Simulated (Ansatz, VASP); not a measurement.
## One calculation of InSb, two programs

INCAR

```
PREC = Accurate
ENCUT = 520
EDIFF = 1E-6
ISMEAR = -1
SIGMA = 0.05
LREAL = F
LASPH = T
NELM = 150
ALGO = Normal
ISIF = 2
LWAVE = F
LCHARG = F
LNONCOLLINEAR = T
MAGMOM = 0 0 0 0 0 0
LORBIT = 11
LSORBIT = T
GGA_COMPAT = F
LORBMOM = T
GGA = PE
NBANDS = 30
```

Contents of KPOINTS:

```
regular mesh
0
Gamma
  9 9 9
```

The input POSCAR:

```
InSb
1.0
    0.0000000000      3.2391000000      3.2391000000
    3.2391000000      0.0000000000      3.2391000000
    3.2391000000      3.2391000000      0.0000000000
In Sb
1 1
Direct
    0.0000000000      0.0000000000      0.0000000000
    0.7500000000      0.7500000000      0.7500000000
```

Input for Ansatz:

```yaml
crystal:
  lattice:
    - [0.0, 3.2391, 3.2391]
    - [3.2391, 0.0, 3.2391]
    - [3.2391, 3.2391, 0.0]
  atoms:
    - { symbol: In, position: [0.0, 0.0, 0.0] }
    - { symbol: Sb, position: [0.75, 0.75, 0.75] }
kpoints:
  mp_grid: { grid: [9, 9, 9] }
  band_path:
    path:
      - [0.0, 0.0, 0.0]
      - [-0.5, -0.5, 0.0]
      - [-0.375, -0.375, 0.25]
      - [-0.375, 0.0, 0.375]
      - [0.0, 0.0, 0.0]
      - [0.0, 0.0, 0.5]
      - [-0.5, -0.25, 0.25]
      - [-0.5, -0.5, 0.0]
    npoints: 5
scf:
  occupations: { method: fermi_dirac, width: 0.05 }
hamiltonian:
  xc: pbe
  pseudopotentials: { kind: all_electron, lapw: { basis_error: 0.00025 } }
output:
  forces: true
  stress: true
  eigenvalues: true
magnetization:
  noncollinear: true
  spin_orbit: true
```

Alike in both runs: task single point; functional PBE; k mesh 9 × 9 × 9; occupations fermi-dirac, width 0.05 eV; non-collinear spin, spin-orbit coupling.

```csv
,VASP,Ansatz
version,VASP 6.6.1,Ansatz 0.2.0
potentials or method,"VASP PAW PBE potentials, release 64 (In_d, Sb), cutoff 520 eV",all-electron LAPW
```

```csv
,VASP,Ansatz,Ansatz less VASP
pressure (GPa),3.1,3.1,-0.01
```

Ansatz ran all-electron here, and VASP with PAW potentials.
